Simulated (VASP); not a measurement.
# WS2 in VASP: notebook, part 2 of 2

VASP 6.6.1. Earlier steps stand in the parts before.

## (3) Single point, LDA

This run uses another cell than the first one.

Input file INCAR:

```
SYSTEM = WS2
ALGO = Normal
EDIFF = 1E-6
ENCUT = 520
ISIF = 2
ISMEAR = 0
LASPH = .True.
LCHARG = .True.
LELF = .True.
LREAL = .False.
LVHAR = .True.
LWAVE = .False.
NBANDS = 35
NELM = 100
PREC = Accurate
SIGMA = 0.05
```

Input file KPOINTS:

```
k-points
0
Gamma
  12 12 2
  0 0 0
```

Input file POSCAR:

```
WS2
1.0
    3.0482563621     -0.0859764615     -0.0859764615
   -1.5985859808      2.6828556775     -0.0314695690
   -0.6419207899     -0.6419207899     22.7590098241
W S
2 4
Direct
    0.3333333333      0.6666666667      0.6302757360
    0.6666666667      0.3333333333      0.3697242640
    0.3333333333      0.6666666667      0.3028928957
    0.6666666667      0.3333333333      0.5633280735
    0.3333333333      0.6666666667      0.4366719265
    0.6666666667      0.3333333333      0.6971071043
```

Potentials or basis: VASP PAW LDA potentials, release 64 (W_sv, S).

Launch:

```sh
$ cat potpaw_LDA.64/W_sv/POTCAR potpaw_LDA.64/S/POTCAR > POTCAR
$ mpirun -np 1 vasp_std > vasp.out
```

OUTCAR:

```text
SYSTEM = WS2
   EDIFF = 1E-6
   ENCUT = 520
   ISIF = 2
   ISMEAR = 0
   LASPH = .True.
   LREAL = .False.
   NELM = 100
   PREC = Accurate

 ion  position               nearest neighbor table
   1  0.333  0.667  0.630-   4 2.21   6 2.26   6 2.34   6 2.38   4 2.38   4 2.39
   2  0.667  0.333  0.370-   5 2.21   3 2.26   3 2.34   3 2.38   5 2.38   5 2.39
   3  0.333  0.667  0.303-   2 2.26   2 2.34   2 2.38
   4  0.667  0.333  0.563-   1 2.21   1 2.38   1 2.39
   5  0.333  0.667  0.437-   2 2.21   2 2.38   2 2.39
   6  0.667  0.333  0.697-   1 2.26   1 2.34   1 2.38

  LATTYP: Found a triclinic cell.
 ALAT       =     2.9764272958
 B/A-ratio  =     1.0249470497
 C/A-ratio  =     7.6400847644
 COS(alpha) =     0.0050092418
 COS(beta)  =     0.0530195809
 COS(gamma) =     0.4631866328

  Lattice vectors:

 A1 = (  -1.4496703813,  -2.5968792160,   0.1174460305)
 A2 = (  -3.0482563621,   0.0859764615,   0.0859764615)
 A3 = (  -0.8077495914,  -1.9549584261, -22.6415637936)

Analysis of symmetry for initial positions (statically):
=====================================================================
 Subroutine PRICEL returns:
 Original cell was already a primitive cell.

[... 182 lines left out ...]
 Fermi energy:         2.4177669317

 k-point     1 :       0.0000    0.0000    0.0000
  band No.  band energies     occupation
      1     -71.8774      2.00000
      2     -71.8774      2.00000
      3     -36.5792      2.00000
      4     -36.5792      2.00000
      5     -36.2927      2.00000
      6     -36.2927      2.00000
[... 901 lines left out ...]
     34       6.9221      0.00000
     35       7.9468      0.00000

 [... further k-points ...]

------------------------ aborting loop because EDIFF is reached ----------------------------------------

  FORCE on cell =-STRESS in cart. coord.  units (eV):
  Direction    XX          YY          ZZ          XY          YZ          ZX
  --------------------------------------------------------------------------------------
  -------------------------------------------------------------------------------------
  Total       10.8767353     11.1570451     11.5887926      4.8688158      7.3294160      7.2980708
  in kB       95.3848555     97.8430665    101.6293287     42.6976731     64.2762065     64.0013210
  external PRESSURE =      98.2857503 kB  Pullay stress =       0.0000000 kB

 VOLUME and BASIS-vectors are now :
 -----------------------------------------------------------------------------
  energy-cutoff  :      520.00
  volume of cell :      182.70
      direct lattice vectors                 reciprocal lattice vectors
     3.048256362 -0.085976462 -0.085976462     0.334100597  0.199251096  0.015043253
    -1.598585981  2.682855678 -0.031469569     0.011012425  0.379428112  0.011012425
    -0.641920790 -0.641920790 22.759009824     0.001277355  0.001277355  0.044010699

 POSITION                                       TOTAL-FORCE (eV/Angst)
 -----------------------------------------------------------------------------------
     -0.45423      1.35532     14.29481         1.058010      0.075126      0.348341
      1.26198      0.59963      8.34675        -1.058010     -0.075126     -0.348341
     -0.24407      1.56548      6.84390        -0.730307     -1.218769     -1.771622
      1.13770      0.47536     12.75298        -1.754559     -1.239321     -2.036263
     -0.32995      1.47960      9.88858         1.754559      1.239321      2.036263
      1.05182      0.38948     15.79766         0.730307      1.218769      1.771622
 -----------------------------------------------------------------------------------
    total drift:                               -0.000000      0.000000     -0.000000

  FREE ENERGIE OF THE ION-ELECTRON SYSTEM (eV)
  ---------------------------------------------------
  free  energy   TOTEN  =       -51.4621507121 eV

  energy  without entropy=      -51.4621507121  energy(sigma->0) =      -51.46215071
```

It took 40 min on 1 thread of Oxide Virtual Turin-like, shared host; peak memory 0.74 GiB.

What came out:

```
Free energy            : -51.4622 eV
Largest force          : 2.960 eV/Å
Band gap on the k mesh : 1.23 eV (least direct gap 2.08 eV)
```

Forces on the atoms (eV/Å):
```
W    1.058  0.075  0.348
W   -1.058 -0.075 -0.348
S   -0.730 -1.219 -1.772
S   -1.755 -1.239 -2.036
S    1.755  1.239  2.036
S    0.730  1.219  1.772
```

Caveat: there is no dipole correction, which matters where the two faces differ; spin-orbit coupling is left out, which moves the levels of the heavy elements.

## (4) Single point, LDA

This run uses another cell than the first one.

Input file INCAR:

```
SYSTEM = WS2
  ALGO = Normal
  EDIFF = 1E-7
  ENCUT = 520
  GGA = CA
  ISIF = 2
  ISMEAR = 0
  LASPH = .True.
  LCHARG = .True.
  LELF = .True.
  LREAL = .False.
  LVHAR = .True.
  LWAVE = .False.
  NBANDS = 35
  NELM = 100
  PREC = Accurate
  SIGMA = 0.05
```

KPOINTS is that of step 3.

Edit POSCAR of step 3 so:

```diff
@@ -2,5 +2,5 @@
 1.0
-    3.0482563621     -0.0859764615     -0.0859764615
-   -1.5985859808      2.6828556775     -0.0314695690
-   -0.6419207899     -0.6419207899     22.7590098241
+    3.1264167816     -0.0859764615     -0.0859764615
+   -1.6376661906      2.7505445864     -0.0314695690
+   -0.6419207899     -0.6419207899     23.3425741786
 W S
```

Launch:

```sh
$ cat potpaw_LDA.64/W_sv/POTCAR potpaw_LDA.64/S/POTCAR > POTCAR
$ mpirun -np 1 vasp_std > vasp.out
```

Run time: 34 min. Hardware: 1 thread of Oxide Virtual Turin-like, shared host; peak memory 0.79 GiB.

It converged, with:

```
Free energy            : -51.9627 eV
Largest force          : 1.692 eV/Å
Band gap on the k mesh : 1.25 eV (least direct gap 1.89 eV)
```

Forces on the atoms (eV/Å):
```
W    0.719  0.061  0.269
W   -0.719 -0.061 -0.269
S   -0.627 -0.954 -0.145
S   -1.323 -0.977 -0.401
S    1.323  0.977  0.401
S    0.627  0.954  0.145
```

Levels at points of the mesh, in eV from the valence-band top:
| k point | band 23 | band 24 | band 25 | band 26 | band 27 | band 28 | band 29 | band 30 |
| --- | --- | --- | --- | --- | --- | --- | --- | --- |
| (0.00, 0.00, 0.00) | -2.03 | -1.93 | -0.79 | 0.00 | 2.04 | 2.16 | 2.44 | 2.46 |
| (0.50, 0.00, 0.00) | -2.02 | -1.88 | -1.20 | -1.19 | 2.54 | 2.55 | 2.85 | 3.12 |
| (0.00, 0.50, 0.00) | -1.67 | -1.57 | -1.51 | -1.21 | 2.33 | 2.33 | 3.02 | 3.14 |
| (0.50, 0.50, 0.00) | -1.60 | -1.45 | -1.31 | -1.24 | 2.44 | 2.45 | 2.91 | 3.00 |
| (0.00, 0.00, 0.50) | -2.03 | -1.93 | -0.79 | 0.00 | 2.04 | 2.16 | 2.44 | 2.46 |
| (0.50, 0.00, 0.50) | -2.02 | -1.88 | -1.20 | -1.19 | 2.54 | 2.55 | 2.85 | 3.12 |
| (0.00, 0.50, 0.50) | -1.67 | -1.57 | -1.51 | -1.21 | 2.33 | 2.33 | 3.02 | 3.14 |
| (0.50, 0.50, 0.50) | -1.60 | -1.45 | -1.31 | -1.24 | 2.44 | 2.45 | 2.91 | 3.00 |

Caveat: there is no dipole correction, which matters where the two faces differ; spin-orbit coupling is left out, which moves the levels of the heavy elements.

## (5) Single point, LDA

This run uses another cell than the first one.

Input file INCAR:

```
ALGO = Normal
EDIFF = 1E-7
ENCUT = 520
ISIF = 2
ISMEAR = 0
LASPH = True
LCHARG = False
LREAL = False
LWAVE = False
NBANDS = 35
NELM = 100
PREC = Accurate
SIGMA = 0.05
```

Input file KPOINTS:

```
k-points
0
Gamma
  12 12 2
```

Edit POSCAR of step 4 so:

```diff
@@ -2,5 +2,5 @@
 1.0
-    3.1264167816     -0.0859764615     -0.0859764615
-   -1.6376661906      2.7505445864     -0.0314695690
-   -0.6419207899     -0.6419207899     23.3425741786
+    3.2827376207     -0.0859764615     -0.0859764615
+   -1.7158266101      2.8859224042     -0.0314695690
+   -0.6419207899     -0.6419207899     24.5097028875
 W S
```

Launch:

```sh
$ cat potpaw_LDA.64/W_sv/POTCAR potpaw_LDA.64/S/POTCAR > POTCAR
$ mpirun -np 1 vasp_std > vasp.out
```

Wall time 49 min (1 thread of Oxide Virtual Turin-like, shared host); peak memory 0.91 GiB.

It converged, with:

```
Free energy            : -51.0910 eV
Largest force          : 2.247 eV/Å
Band gap on the k mesh : 1.24 eV (least direct gap 1.56 eV)
```

Forces on the atoms (eV/Å):
```
W    0.243  0.041  0.157
W   -0.243 -0.041 -0.157
S   -0.455 -0.556  2.130
S   -0.689 -0.581  1.901
S    0.689  0.581 -1.901
S    0.455  0.556 -2.130
```

Levels at points of the mesh, in eV from the valence-band top:
| k point | band 24 | band 25 | band 26 | band 27 | band 28 | band 29 |
| --- | --- | --- | --- | --- | --- | --- |
| (0.00, 0.00, 0.00) | -1.66 | -0.50 | 0.00 | 1.81 | 1.92 | 2.10 |
| (0.50, 0.00, 0.00) | -1.69 | -0.95 | -0.95 | 2.12 | 2.13 | 2.52 |
| (0.00, 0.50, 0.00) | -1.44 | -1.18 | -0.96 | 1.97 | 1.97 | 2.60 |
| (0.50, 0.50, 0.00) | -1.26 | -1.17 | -1.12 | 2.06 | 2.07 | 2.47 |
| (0.00, 0.00, 0.50) | -1.66 | -0.50 | 0.00 | 1.81 | 1.92 | 2.10 |
| (0.50, 0.00, 0.50) | -1.69 | -0.95 | -0.95 | 2.12 | 2.13 | 2.52 |
| (0.00, 0.50, 0.50) | -1.44 | -1.18 | -0.96 | 1.97 | 1.97 | 2.60 |
| (0.50, 0.50, 0.50) | -1.26 | -1.17 | -1.12 | 2.06 | 2.07 | 2.47 |

Caveat: there is no dipole correction, which matters where the two faces differ; spin-orbit coupling is left out, which moves the levels of the heavy elements.

## (6) Summary

```tsv
cell	gap on the mesh (eV)	largest force (eV/Å)
a = 2.973, b = 3.045, c = 22.194 Å, angles 91.2, 93.3, 122.4°, 6 atoms	1.18	4.93
a = 3.051, b = 3.123, c = 22.777 Å, angles 91.1, 93.2, 122.4°, 6 atoms	1.23	2.96
a = 3.129, b = 3.201, c = 23.360 Å, angles 91.1, 93.1, 122.3°, 6 atoms	1.25	1.69
a = 3.285, b = 3.358, c = 24.527 Å, angles 91.1, 93.0, 122.2°, 6 atoms	1.24	2.25
```

Alike in all rows: task single point; level LDA; potentials or basis VASP PAW LDA potentials, release 64 (W_sv, S); no spin polarisation; k mesh 12 × 12 × 2; cutoff (eV) 520; smearing gaussian 0.05 eV.

Caveats: there is no dipole correction, which matters where the two faces differ; spin-orbit coupling is left out, which moves the levels of the heavy elements.

Total energies depend on the potentials used, so only differences within one code and one set of settings carry meaning.
